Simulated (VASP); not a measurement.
Write the native input for VASP 6.6.1 that does the following.

- Task: single point
- Functional: r2SCAN
- Potentials or basis: VASP PAW PBE potentials, release 64 (Mg, Sb, Ge_d)
- Cutoff: 520 eV
- k mesh: 6 × 6 × 4
- Occupations: fermi-dirac, width 0.02 eV
- Spin: no spin polarisation
- Dipole correction: no
- Further INCAR settings: ALGO = Normal; EDIFF = 1e-06; NBANDS = 21

Crystal: MgGeSb2.

```
Mg Sb Ge
1.0
     4.40241    0.00000    0.00000
     0.00000    4.40241    0.00000
     0.00000    0.00000    6.49518
Mg Sb Ge
1 2 1
Cartesian
  0.0000 0.0000 0.0000
  0.0000 2.2012 1.6936
  2.2012 0.0000 4.8016
  2.2012 2.2012 3.2476
```

These files were run (other wordings do the same):

POSCAR

```
MgGeSb2
1.0
    4.4024110354      0.0000000000      0.0000000000
    0.0000000000      4.4024110354      0.0000000000
    0.0000000000      0.0000000000      6.4951828979
Mg Sb Ge
1 2 1
Direct
    0.0000000000      0.0000000000      0.0000000000
    0.0000000000      0.5000000000      0.2607511150
    0.5000000000      0.0000000000      0.7392488850
    0.5000000000      0.5000000000      0.5000000000
```

INCAR.step1

```
ALGO = Normal
EDIFF = 1E-4
ENCUT = 520
GGA = PE
ISMEAR = -1
LASPH = True
LCHARG = False
LREAL = False
LWAVE = True
NBANDS = 21
NELM = 60
PREC = Accurate
SIGMA = 0.02
```

INCAR.step2

```
ALGO = Normal
EDIFF = 1E-6
ENCUT = 520
ISIF = 2
ISMEAR = -1
ISTART = 1
LASPH = True
LCHARG = False
LMIXTAU = True
LREAL = False
LWAVE = False
METAGGA = R2SCAN
NBANDS = 21
NELM = 60
PREC = Accurate
SIGMA = 0.02
```

KPOINTS

```
k-points
0
Gamma
  6 6 4
```

Potentials or basis: VASP PAW PBE potentials, release 64 (Mg, Sb, Ge_d).

Launch:

```sh
$ cat potpaw_PBE.64/Mg/POTCAR potpaw_PBE.64/Sb/POTCAR potpaw_PBE.64/Ge_d/POTCAR > POTCAR
$ cp INCAR.step1 INCAR
$ mpirun -np 1 vasp_std > vasp.out
$ cp INCAR.step2 INCAR
$ mpirun -np 1 vasp_std > vasp.out
```

Results of the run:

| Item | Value |
| --- | --- |
| Pressure | 0.1 GPa |
| Largest force | 0.027 eV/Å |
| Band gap on the k mesh | zero (bands 13 and 14 overlap by 0.27 eV) |

Caveat: semilocal functionals underestimate gaps, and a narrow one can read as zero; the PAW data sets were made with another functional, which shifts forces and pressure a little; spin-orbit coupling is left out, which moves the levels of the heavy elements.

Run time: 8.4 min on 1 thread of Oxide Virtual Turin-like Processor, on a shared host, peak memory 0.26 GiB.
